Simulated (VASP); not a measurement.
Set up this calculation in VASP 6.6.1, as the native input.

| Property | Result |
| --- | --- |
| Task | single point |
| Functional | PBE |
| Potentials or basis | VASP PAW PBE potentials, release 64 (Ba_sv) |
| Cutoff | 520 eV |
| k mesh | 9 × 9 × 9 |
| Occupations | fermi-dirac, width 0.03 eV |
| Spin | no spin polarisation |
| Dipole correction | no |
| Further INCAR settings | ALGO = Normal; EDIFF = 1e-07; NBANDS = 11 |

The structure of Ba lies in POSCAR:

```
Ba
1.0
   -2.5124914082      2.5124914082      2.5124914082
    2.5124914082     -2.5124914082      2.5124914082
    2.5124914082      2.5124914082     -2.5124914082
Ba
1
Direct
    0.0000000000      0.0000000000      0.0000000000
```

These files were run (other wordings do the same):

INCAR

```
PREC = Accurate ; ENCUT = 520
EDIFF = 1E-7 ; ISMEAR = -1
SIGMA = 0.03 ; LREAL = False
LASPH = True ; NELM = 80
ALGO = Normal ; ISIF = 2
LWAVE = False ; LCHARG = True
GGA = PE ; LELF = True
LVHAR = True ; NBANDS = 11
```

KPOINTS

```
Automatic mesh
0
Gamma
  9 9 9
```

Potentials or basis: VASP PAW PBE potentials, release 64 (Ba_sv).

Launch:

```console
$ cat potpaw_PBE.64/Ba_sv/POTCAR > POTCAR
$ mpirun -np 1 vasp_std > vasp.out
```

It gave:

```
Pressure               : 0.0 GPa
Band gap on the k mesh : zero (band 5 reaches 2.07 eV, above the bottom of band 6 at 1.16 eV)
```

Caveat: spin-orbit coupling is left out, which moves the levels of the heavy elements.

Wall time 18 s on 1 thread of Intel(R) Xeon(R) Platinum 8259CL CPU @ 2.50GHz (Skylake/Cascade Lake), on a shared host, peak memory 0.18 GiB.
